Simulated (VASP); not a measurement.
# Hf2TiN3 (I4/mmm) in VASP: single point with PBE

Aim: the single point of Hf2TiN3 with PBE.

All numbers are computed with VASP 6.6.1; they aren't measurements. Logs are shortened: lines on timing, memory, paths and dates and some standing lists are left out, and cuts for length are marked.

## 1. The cell of the first run

The structure is tetragonal, space group I4/mmm (No. 139). The conventional cell has a = 3.159 Å, b = 3.159 Å, c = 13.448 Å, α = 90.00°, β = 90.00°, γ = 90.00°. Within 2.8 Å of Hf (site symmetry 4mm) lie 6 N at 2.14 to 2.34 Å. Within 3.2 Å of Ti (site symmetry 4/mmm) lie 6 N at 2.23 to 2.24 Å and 8 Hf at 3.10 Å and 4 Ti at 3.16 Å. N (site symmetry 4mm) has 5 Hf at 2.24 to 2.34 Å and 1 Ti at 2.24 Å within 3.0 Å. N (site symmetry 4/mmm) has 2 Hf at 2.14 Å and 4 Ti at 2.23 Å within 2.8 Å.

## 2. Single point, PBE

The input, INCAR:

```
  PREC = Accurate
  ENCUT = 520
  EDIFF = 1E-6
  ISMEAR = 0
  SIGMA = 0.1
  LREAL = False
  LASPH = True
  NELM = 80
  ALGO = Normal
  ISIF = 2
  LWAVE = False
  LCHARG = False
  GGA = PE
  NBANDS = 32
```

The input, KPOINTS:

```
Automatic mesh
0
Gamma
  16 16 16
```

The input, POSCAR:

```
Hf2TiN3
1.0
   -1.5794848000      1.5794848000      6.7239951000
    1.5794848000     -1.5794848000      6.7239951000
    1.5794848000      1.5794848000     -6.7239951000
Hf Ti N
2 1 3
Direct
    0.6594420000      0.6594420000      0.0000000000
    0.3405580000      0.3405580000      0.0000000000
    0.0000000000      0.0000000000      0.0000000000
    0.1668670000      0.1668670000      0.0000000000
    0.8331330000      0.8331330000      0.0000000000
    0.5000000000      0.5000000000      0.0000000000
```

Potentials or basis: VASP PAW PBE potentials, release 64 (Hf_pv, Ti_sv, N).

Launch:

```console
cat potpaw_PBE.64/Hf_pv/POTCAR potpaw_PBE.64/Ti_sv/POTCAR potpaw_PBE.64/N/POTCAR > POTCAR
mpirun -np 1 vasp_std > vasp.out
```

OUTCAR:

```text
PREC = Accurate
   ENCUT = 520
   EDIFF = 1E-6
   ISMEAR = 0
   LREAL = False
   LASPH = True
   NELM = 80
   ISIF = 2
   GGA = PE

 ion  position               nearest neighbor table
   1  0.659  0.659  0.000-   6 2.14   4 2.24   4 2.24   4 2.24   4 2.24   5 2.34   3 3.10   3 3.10
                             3 3.10   3 3.10   2 3.30   2 3.30   2 3.30   2 3.30
   2  0.341  0.341  0.000-   6 2.14   5 2.24   5 2.24   5 2.24   5 2.24   4 2.34   3 3.10   3 3.10
                             3 3.10   3 3.10   1 3.30   1 3.30   1 3.30   1 3.30
   3  0.000  0.000  0.000-   6 2.23   6 2.23   6 2.23   6 2.23   5 2.24   4 2.24   1 3.10   2 3.10
                             1 3.10   2 3.10   1 3.10   2 3.10   2 3.10   1 3.10
   4  0.167  0.167  0.000-   1 2.24   1 2.24   1 2.24   1 2.24   3 2.24   2 2.34
   5  0.833  0.833  0.000-   2 2.24   2 2.24   2 2.24   2 2.24   3 2.24   1 2.34
   6  0.500  0.500  0.000-   1 2.14   2 2.14   3 2.23   3 2.23   3 2.23   3 2.23

  LATTYP: Found a body centered tetragonal cell.
 ALAT       =     3.1589696000
 C/A-ratio  =     4.2570812331

  Lattice vectors:

 A1 = (  -1.5794848000,   1.5794848000,   6.7239951000)
 A2 = (   1.5794848000,  -1.5794848000,   6.7239951000)
 A3 = (   1.5794848000,   1.5794848000,  -6.7239951000)

Analysis of symmetry for initial positions (statically):
=====================================================================
 Subroutine PRICEL returns:
 Original cell was already a primitive cell.

 Routine SETGRP: Setting up the symmetry group for a
 body centered tetragonal supercell.

 Subroutine GETGRP returns: Found 16 space group operations
 (whereof 16 operations were pure point group operations)
 out of a pool of 16 trial point group operations.

The static configuration has the point symmetry D_4h.

Analysis of symmetry for dynamics (positions and initial velocities):
=====================================================================
 Subroutine PRICEL returns:
 Original cell was already a primitive cell.

 Routine SETGRP: Setting up the symmetry group for a
 body centered tetragonal supercell.

 Subroutine GETGRP returns: Found 16 space group operations
 (whereof 16 operations were pure point group operations)
 out of a pool of 16 trial point group operations.

The dynamic configuration has the point symmetry D_4h.

 Subroutine INISYM returns: Found 16 space group operations
 (whereof 16 operations are pure point group operations),
 and found     1 'primitive' translations

----------------------------------------------------------------------------------------

                                     Primitive cell

  volume of cell :      67.0993

  direct lattice vectors                    reciprocal lattice vectors
    -1.579484800  1.579484800  6.723995100     0.000000000  0.316558918  0.074360554
     1.579484800 -1.579484800  6.723995100     0.316558918  0.000000000  0.074360554
     1.579484800  1.579484800 -6.723995100     0.316558918  0.316558918  0.000000000

  length of vectors
     7.085312595  7.085312595  7.085312595     0.325175400  0.325175400  0.447681916

  position of ions in fractional coordinates (direct lattice)
     0.659442000  0.659442000  0.000000000
     0.340558000  0.340558000  0.000000000
     0.000000000  0.000000000  0.000000000
     0.166867000  0.166867000  0.000000000
     0.833133000  0.833133000  0.000000000
     0.500000000  0.500000000  0.000000000

  ion indices of the primitive-cell ions
   primitive index   ion index
                 1           1
                 2           2
                 3           3
                 4           4
                 5           5
                 6           6

----------------------------------------------------------------------------------------

 KPOINTS: Automatic mesh

Automatic generation of k-mesh.
 Grid dimensions read from file:
 generate k-points for:   16   16   16

 Generating k-lattice:

  Cartesian coordinates                     Fractional coordinates (reciprocal lattice)
     0.000000000  0.019784932  0.004647535     0.062500000 -0.000000000  0.000000000
     0.019784932  0.000000000  0.004647535    -0.000000000  0.062500000  0.000000000
     0.019784932  0.019784932  0.000000000     0.000000000  0.000000000  0.062500000

  Length of vectors
     0.020323463  0.020323463  0.027980120

  Shift w.r.t. Gamma in fractional coordinates (k-lattice)
     0.000000000  0.000000000  0.000000000

 Subroutine IBZKPT returns following result:
 ===========================================

 Found    349 irreducible k-points:

 Following reciprocal coordinates:
            Coordinates               Weight
  0.000000  0.000000  0.000000      1.000000
  0.062500  0.000000  0.000000      8.000000
  0.125000  0.000000  0.000000      8.000000
  0.187500  0.000000 -0.000000      8.000000
  0.250000  0.000000  0.000000      8.000000
  0.312500  0.000000  0.000000      8.000000
[... 16 lines left out ...]
 -0.125000  0.062500  0.000000     16.000000
 -0.062500  0.062500  0.000000      4.000000
 [... further k-points ...]
   k-points           NKPTS =    349   k-points in BZ     NKDIM =    349   number of bands    NBANDS=     32
   number of dos      NEDOS =    301   number of ions     NIONS =      6
   total plane-waves  NPLWV = 157464
   dimension x,y,z NGX =    54 NGY =   54 NGZ =   54
   dimension x,y,z NGXF=   108 NGYF=  108 NGZF=  108
   ions per type =               2   1   3
   NGX,Y,Z   is equivalent  to a cutoff of  12.67, 12.67, 12.67 a.u.
   NGXF,Y,Z  is equivalent  to a cutoff of  25.34, 25.34, 25.34 a.u.
 SYSTEM =  unknown system
   PREC   = accura    normal or accurate (medium, high low for compatibility)
   ISTART =      0    job   : 0-new  1-cont  2-samecut
   ICHARG =      2    charge: 1-file 2-atom 10-const
   ISPIN  =      1    spin polarized calculation?
   LNONCOLLINEAR =      F non collinear calculations
   LSORBIT =      F    spin-orbit coupling
   LASPH  =      T    aspherical Exc in radial PAW
   ENCUT  =  520.0 eV  38.22 Ry    6.18 a.u.  13.17 13.17 13.17*2*pi/ulx,y,z
   NELM   =     80;   NELMIN=  2; NELMDL= -5     # of ELM steps
   EDIFF  = 0.1E-05   stopping-criterion for ELM
   LREAL  =      F    real-space projection
   EDIFFG = 0.1E-04   stopping-criterion for IOM
   NSW    =      0    number of steps for IOM
   IBRION =     -1    ionic relax: 0-MD 1-quasi-New 2-CG
   NFREE  =      0    steps in history (QN), initial steepest desc. (CG)
   ISIF   =      2    stress and relaxation
   ISYM   =      2    0-nonsym 1-usesym 2-fastsym
   POTIM  = 0.5000    time-step for ionic-motion
   TEBEG  =    0.0;   TEEND  =   0.0 temperature during run
   PSTRESS=    0.0 pullay stress
   NELECT =      47.0000    total number of electrons
   NUPDOWN=      -1.0000    fix difference up-down
   EMIN   =  10.00;   EMAX   =-10.00  energy-range for DOS
   EFERMI =   0.00;   METHOD = LEGACY
   ISMEAR =     0;   SIGMA  =   0.10  broadening in eV -4-tet -1-fermi 0-gaus
   EFERMI_NEDOS =   21; number of points for ismear=-14 and -15
   IALGO  =     38    algorithm
   IMIX   =      4    mixing-type and parameters
     AMIX     =   0.40;   BMIX     =  1.00
     AMIX_MAG =   1.60;   BMIX_MAG =  1.00
  volume/ion in A,a.u.               =      11.18        75.47
  Fermi-wavevector in a.u.,A,eV,Ry     =   1.453901  2.747474 28.760358  2.113827
  Thomas-Fermi vector in A             =   2.571113
   LORBIT       =      0    0 simple, 1 ext, 2 COOP (PROOUT), +10 PAW based schemes
   GGA     = PE    functional components
   LHFCALC =     F    Hartree Fock is set to
   AEXX    =    0.0000 exact exchange contribution
   IVDW    =     0    specifies the selected vdW correction
   LEPSILON=     F    determine dielectric tensor
   LRPA    =     F    only Hartree local field effects (RPA)
 non-spin polarized calculation
 Gauss-broadening in eV      SIGMA  =   0.10
  energy-cutoff  :      520.00
  volume of cell :       67.10
 maximum number of plane-waves:      1836
 NGX is ok and might be reduce to    54
   NGX = 27   NGY = 27   NGZ = 27

 number of electron      47.0000002 magnetization

 Free energy of the ion-electron system (eV)
  ---------------------------------------------------
  ext. energy  EPLUGINS =         0.00000000
  ---------------------------------------------------
  free energy    TOTEN  =       -63.12186574 eV

  energy without entropy =      -63.11173901  energy(sigma->0) =      -63.11680237

 E-fermi :   8.9227     XC(G=0): -12.6445

 val. band max:        8.9221105808   @ k =   0.5000   0.5000   0.3750
 cond. band min:       8.9301461400   @ k =  -0.3750   0.4375   0.3750
 fundamental gap:      0.0080355593
 Fermi energy:         8.9226507007

 k-point     1 :       0.0000    0.0000    0.0000
  band No.  band energies     occupation
      1     -48.8704      2.00000
      2     -25.1288      2.00000
      3     -25.1050      2.00000
      4     -25.1050      2.00000
      5     -22.7458      2.00000
      6     -22.3647      2.00000
[... 24 lines left out ...]
     31      11.9745      0.00000
     32      12.0685      0.00000

 k-point     2 :       0.0625    0.0000    0.0000
  band No.  band energies     occupation
      1     -48.8698      2.00000
      2     -25.1281      2.00000
      3     -25.1137      2.00000
      4     -25.1039      2.00000
      5     -22.7407      2.00000
      6     -22.3793      2.00000
[... 24 lines left out ...]
     31      12.0052      0.00000
     32      12.0294      0.00000

 k-point     3 :       0.1250    0.0000    0.0000
  band No.  band energies     occupation
      1     -48.8680      2.00000
      2     -25.1383      2.00000
      3     -25.1261      2.00000
      4     -25.1008      2.00000
      5     -22.7275      2.00000
      6     -22.4309      2.00000
[... 24 lines left out ...]
     31      11.9307      0.00000
     32      12.2845      0.00000

 k-point     4 :       0.1875    0.0000   -0.0000
  band No.  band energies     occupation
      1     -48.8652      2.00000
      2     -25.1748      2.00000
      3     -25.1233      2.00000
      4     -25.0962      2.00000
      5     -22.7128      2.00000
      6     -22.5163      2.00000
[... 654 lines left out ...]
     31      11.9152      0.00000
     32      12.8660      0.00000

 k-point    23 :      -0.1250    0.0625    0.0000
  band No.  band energies     occupation
      1     -48.8673      2.00000
      2     -25.1373      2.00000
      3     -25.1254      2.00000
      4     -25.1091      2.00000
      5     -22.7243      2.00000
      6     -22.4295      2.00000
[... 24 lines left out ...]
     31      11.9698      0.00000
     32      12.2123      0.00000

 k-point    24 :      -0.0625    0.0625    0.0000
  band No.  band energies     occupation
      1     -48.8692      2.00000
      2     -25.1274      2.00000
      3     -25.1138      2.00000
      4     -25.1113      2.00000
      5     -22.7366      2.00000
      6     -22.3873      2.00000
[... 24 lines left out ...]
     31      11.9976      0.00000
     32      12.0023      0.00000

 [... further k-points ...]
[... 5 lines left out ...]
  --------------------------------------------------------------------------------------
  -------------------------------------------------------------------------------------
  Total       -0.6758101     -0.6758101     -0.6441935      0.0000000      0.0000000      0.0000000
  in kB      -16.1367849    -16.1367849    -15.3818530      0.0000000      0.0000000      0.0000000
  external PRESSURE =     -15.8851409 kB  Pullay stress =       0.0000000 kB

 VOLUME and BASIS-vectors are now :
 -----------------------------------------------------------------------------
  energy-cutoff  :      520.00
  volume of cell :       67.10
      direct lattice vectors                 reciprocal lattice vectors
    -1.579484800  1.579484800  6.723995100     0.000000000  0.316558918  0.074360554
     1.579484800 -1.579484800  6.723995100     0.316558918  0.000000000  0.074360554
     1.579484800  1.579484800 -6.723995100     0.316558918  0.316558918  0.000000000

 POSITION                                       TOTAL-FORCE (eV/Angst)
 -----------------------------------------------------------------------------------
      0.00000      0.00000      8.86817        -0.000000     -0.000000      0.004863
      0.00000      0.00000      4.57982        -0.000000     -0.000000     -0.004863
      0.00000      0.00000      0.00000        -0.000000     -0.000000      0.000000
      0.00000      0.00000      2.24403         0.000000      0.000000      0.056157
      0.00000      0.00000     11.20396        -0.000000     -0.000000     -0.056157
      0.00000      0.00000      6.72400        -0.000000     -0.000000      0.000000
 -----------------------------------------------------------------------------------
    total drift:                               -0.000000      0.000000      0.000000

  FREE ENERGIE OF THE ION-ELECTRON SYSTEM (eV)
  ---------------------------------------------------
  free  energy   TOTEN  =       -63.1218657423 eV

  energy  without entropy=      -63.1117390050  energy(sigma->0) =      -63.11680237
```

It took 34 min on 1 thread of AMD EPYC 9R45 (Zen 5), shared host; peak memory 0.89 GiB.

Results:

- Free energy: -63.1219 eV
- Pressure: -1.6 GPa
- Largest force: 0.056 eV/Å
- Band gap on the k mesh: zero (an odd number of electrons rules out a gap without spin polarisation)

Forces on the atoms (eV/Å):
```
Hf   0.000  0.000  0.005
Hf   0.000  0.000 -0.005
Ti   0.000  0.000  0.000
N    0.000  0.000  0.056
N    0.000  0.000 -0.056
N    0.000  0.000  0.000
```

Levels at points of the mesh, in eV from the Fermi level:
```tsv
k point	band 21	band 22	band 23	band 24	band 25	band 26	band 27	band 28
(0.00, 0.00, 0.00)	-2.74	-2.71	-2.67	-2.67	-0.40	-0.40	-0.37	0.71
(0.50, 0.00, 0.00)	-5.19	-4.88	0.92	0.96	1.42	2.22	2.84	3.01
(0.50, 0.50, 0.00)	-3.46	-3.44	-3.21	-1.12	0.19	1.91	2.03	2.27
(0.50, 0.50, 0.50)	-3.37	-3.14	-3.14	-1.59	-1.12	0.54	0.54	0.73
```

Caveat: spin-orbit coupling is left out, which moves the levels of the heavy elements.
